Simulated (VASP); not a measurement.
Write the native input for VASP 6.6.1 that does the following.

| Item | Value |
| --- | --- |
| Task | single point |
| Functional | PBE |
| Potentials or basis | VASP PAW PBE potentials, release 64 (Si, C) |
| Cutoff | 520 eV |
| k mesh | 4 × 4 × 1 |
| Occupations | gaussian, width 0.05 eV |
| Spin | collinear spin |
| Starting moments | [0.0, 0.0, 0.0, 0.0, 0.0, 0.0, 0.0, 0.0, 0.0, 0.0, 0.0, 0.0, 0.0, 0.0, 0.0, 0.0, 2.0] μB |
| Dipole correction | yes |
| Further INCAR settings | LREAL = Auto; ALGO = Normal; EDIFF = 1e-06; NBANDS = 52 |

The structure of Si16C lies in POSCAR:

```
Si16C
1.0
    7.7021643869      0.0000000000      0.0000000000
    0.0000000000      6.3646811531      0.0000000000
    0.0000000000      0.0000000000     19.7525434939
Si C
16 1
Direct
    0.0000000000      0.9370679262      0.2025055660
    0.5000000000      0.9370679262      0.2025055660
    0.0000000000      0.5629320738      0.2025055660
    0.5000000000      0.5629320738      0.2025055660
    0.2500000000      0.4370679262      0.2587875163
    0.7500000000      0.4370679262      0.2587875163
    0.2500000000      0.0629320738      0.2587875163
    0.7500000000      0.0629320738      0.2587875163
    0.2500000000      0.9333044689      0.3720589473
    0.7500000000      0.9333044689      0.3720589473
    0.2500000000      0.5666955311      0.3720589473
    0.7500000000      0.5666955311      0.3720589473
    0.0000000000      0.4259907553      0.4177964978
    0.5000000000      0.4259907553      0.4177964978
    0.0000000000      0.0740092447      0.4177964978
    0.5000000000      0.0740092447      0.4177964978
    0.0833333333      1.2593240886      0.4807123574
```

These files were run (other wordings do the same):

INCAR

```
  PREC = Accurate
  ENCUT = 520
  EDIFF = 1E-6
  ISMEAR = 0
  SIGMA = 0.05
  LREAL = Auto
  LASPH = T
  NELM = 150
  ALGO = Normal
  ISIF = 2
  LWAVE = F
  LCHARG = F
  ISPIN = 2
  MAGMOM = 0 0 0 0 0 0 0 0 0 0 0 0 0 0 0 0 2
  LORBIT = 11
  LDIPOL = T
  IDIPOL = 3
  DIPOL = 0.5 0.5 0.323
  GGA = PE
  NBANDS = 52
  KPAR = 4
```

KPOINTS

```
Automatic mesh
0
Gamma
  4 4 1
```

Potentials or basis: VASP PAW PBE potentials, release 64 (Si, C).

Command:

```console
$ cat potpaw_PBE.64/Si/POTCAR potpaw_PBE.64/C/POTCAR > POTCAR
$ mpirun -np 4 vasp_std > vasp.out
```

It gave:

* Largest force: 2.637 eV/Å
* Net moment: 0.18 μB per cell
* Site moments: Si +0.00, -0.00, +0.01, -0.01 (each value once); C +0.07 μB
* Valence electrons inside the program's atomic spheres: Si 1.63, 1.65, 1.70, 1.69, 1.76, 1.68, 1.72 (each value once); C 2.30

It took 24 min on 4 MPI ranks on Oxide Virtual Turin-like Processor, with other jobs on the host, peak memory 1.6 GiB a rank.
